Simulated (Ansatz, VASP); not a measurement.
## Zr in VASP and in Ansatz

INCAR

```
SYSTEM = Zr
PREC     = Accurate       ! precision mode
ENCUT    = 520            ! plane-wave cutoff, eV
EDIFF    = 1E-7           ! SCF threshold, eV
ISMEAR   = 0              ! smearing method
SIGMA    = 0.011          ! smearing width, eV
LREAL    = .FALSE.        ! projectors in reciprocal space
LASPH    = .TRUE.         ! aspherical terms in the spheres
NELM     = 60             ! most SCF steps
ALGO     = Normal         ! electronic algorithm
ISIF     = 2              ! what is computed and relaxed
LWAVE    = .FALSE.        ! write WAVECAR
LCHARG   = .FALSE.        ! write CHGCAR
GGA      = PE             ! functional
NBANDS   = 19             ! bands
```

Contents of KPOINTS:

```
regular mesh
0
G
  9 9 5
  0 0 0
```

File POSCAR:

```
Zr
1.0
    3.2320000000      0.0000000000      0.0000000000
   -1.6160000000      2.7989941050      0.0000000000
    0.0000000000      0.0000000000      5.1470000000
Zr
2
Direct
    0.6666666667      0.3333333333      0.7500000000
    0.3333333333      0.6666666667      0.2500000000
```

input.yaml

```yaml
crystal:
  lattice:
    - [3.232, 0.0, 0.0]
    - [-1.616, 2.798994105, 0.0]
    - [0.0, 0.0, 5.147]
  atoms:
    - { symbol: Zr, position: [0.6666666667, 0.3333333333, 0.75] }
    - { symbol: Zr, position: [0.3333333333, 0.6666666667, 0.25] }
kpoints:
  mp_grid: { grid: [9, 9, 5] }
scf:
  occupations: { method: gaussian, width: 0.011 }
hamiltonian:
  xc: pbe
  pseudopotentials: { kind: all_electron, lapw: { basis_error: 0.001 } }
output:
  forces: true
  stress: true
  eigenvalues: true
```

Alike in both runs: task single point; functional PBE; k mesh 9 × 9 × 5; occupations gaussian, width 0.011 eV; no spin polarisation.

```csv
,VASP,Ansatz
version,VASP 6.6.1,Ansatz 0.2.0
potentials or method,"VASP PAW PBE potentials, release 64 (Zr_sv), cutoff 520 eV","all-electron LAPW, scalar-relativistic"
```

```csv
,VASP,Ansatz,Ansatz less VASP
gap on the k mesh at the Fermi level (eV),none,none,-
pressure (GPa),0.6,0.6,+0.01
"traceless stress, the component that is largest in VASP (GPa)",0.76,0.76,+0.004
```

A gap of «none» marks a metal or a gap that the smearing closes. Ansatz ran all-electron here, and VASP with PAW potentials.
